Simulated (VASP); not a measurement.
A run of VASP 6.6.1 is set up as follows.

INCAR

```
ALGO     = Normal         # electronic algorithm
EDIFF    = 1E-6           # SCF threshold, eV
ENCUT    = 500            # plane-wave cutoff, eV
GGA      = PS             # functional
GGA_COMPAT= F            
ISIF     = 2              # what is computed and relaxed
ISMEAR   = -5             # smearing method
LASPH    = T              # aspherical terms in the spheres
LCHARG   = F              # write CHGCAR
LREAL    = F              # projectors in reciprocal space
LWAVE    = F              # write WAVECAR
NBANDS   = 17             # bands
NELM     = 120            # most SCF steps
PREC     = Accurate       # precision mode
SIGMA    = 0.1            # smearing width, eV
```

Contents of KPOINTS:

```
k-points
0
Gamma
  6 6 6
```

POSCAR

```
SnTe
1.0
    0.0000000000      3.1893303407      3.1893303407
    3.1893303407      0.0000000000      3.1893303407
    3.1893303407      3.1893303407      0.0000000000
Sn Te
1 1
Direct
    0.0000000000      0.0000000000      0.0000000000
    0.5000000000      0.5000000000      0.5000000000
```

Potentials or basis: VASP PAW PBE potentials, release 64 (Sn_d, Te).

Run with:

```bash
$ cat potpaw_PBE.64/Sn_d/POTCAR potpaw_PBE.64/Te/POTCAR > POTCAR
$ mpirun -np 1 vasp_std > vasp.out
```

**Question.** Estimate the band gap on the k mesh.

**Answer.** 0.04 eV, direct.

**Question.** Estimate the pressure.

**Answer.** -2.0 GPa.

Caveat: the PAW data sets were made with another functional, which shifts forces and pressure a little; spin-orbit coupling is left out, which moves the levels of the heavy elements. A k mesh can miss the band edges.
